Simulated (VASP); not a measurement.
Write the native input for VASP 6.6.1 that does the following.

```
Task                   : relaxation of the atoms
Functional             : PBE
Potentials or basis    : VASP PAW PBE potentials, release 64 (In_d, Sb)
Cutoff                 : 520 eV
k mesh                 : 12 × 12 × 12
Occupations            : fermi-dirac, width 0.05 eV
Spin                   : no spin polarisation
Dipole correction      : no
Further INCAR settings : ALGO = Normal; EDIFF = 1e-07; IBRION = 2; EDIFFG = -0.02; NSW = 80
```

The structure of InSb lies in POSCAR:

```
InSb
1.0
    0.0000000000      3.1953230120      3.1953230120
    3.1953230120      0.0000000000      3.1953230120
    3.1953230120      3.1953230120      0.0000000000
In Sb
1 1
Direct
    0.0000000000      0.0000000000      0.0000000000
    0.7500000000      0.7500000000      0.7500000000
```

One way to write it, as run:

INCAR

```
ALGO = Normal
EDIFF = 1E-7
EDIFFG = -0.02
ENCUT = 520
GGA = PE
IBRION = 2
ISIF = 2
ISMEAR = -1
LASPH = True
LCHARG = False
LREAL = False
LWAVE = False
NELM = 60
NSW = 80
PREC = Accurate
SIGMA = 0.05
```

KPOINTS

```
k-points
0
Gamma
  12 12 12
```

Potentials or basis: VASP PAW PBE potentials, release 64 (In_d, Sb).

The run is started by

```console
$ cat potpaw_PBE.64/In_d/POTCAR potpaw_PBE.64/Sb/POTCAR > POTCAR
$ mpirun -np 1 vasp_std > vasp.out
```

It gave:

- Pressure after relaxing: 5.4 GPa

Caveat: the relaxation stopped at its first step, so nothing moved.

It took 54 s on 1 thread of AMD EPYC 7R13 Processor (Zen 3), with other jobs on the host, peak memory 0.22 GiB.
